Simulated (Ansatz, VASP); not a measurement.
BeTe in VASP and in Ansatz

```
CELL_PARAMETERS angstrom
0.00000 2.76469 2.76469
2.76469 0.00000 2.76469
2.76469 2.76469 0.00000
ATOMIC_POSITIONS crystal
Be 0.00000 0.00000 0.00000
Te 0.75000 0.75000 0.75000
```

Alike in both runs: task single point; functional PBEsol; k mesh 8 × 8 × 8; occupations gaussian, width 0.05 eV; no spin polarisation.

|  | VASP | Ansatz |
| --- | --- | --- |
| version | VASP 6.6.1 | Ansatz 0.2.0 |
| potentials or method | VASP PAW PBE potentials, release 64 (Be, Te), cutoff 600 eV | scalar-relativistic, plane waves, PAW |
| valence electrons in the cell | 8 | 18 |

```csv
,VASP,Ansatz,Ansatz less VASP
gap on the k mesh at the Fermi level (eV),1.71,1.73,+0.020
least direct gap on the mesh (eV),3.55,3.57,+0.023
pressure (GPa),3.0,2.7,-0.30
```

VASP's potentials were made for PBE, not for PBEsol. VASP's potentials hold 8 valence electrons a cell and Ansatz's 18, so a difference there can come from the potentials and not from the codes.

Spin-orbit coupling is off throughout.
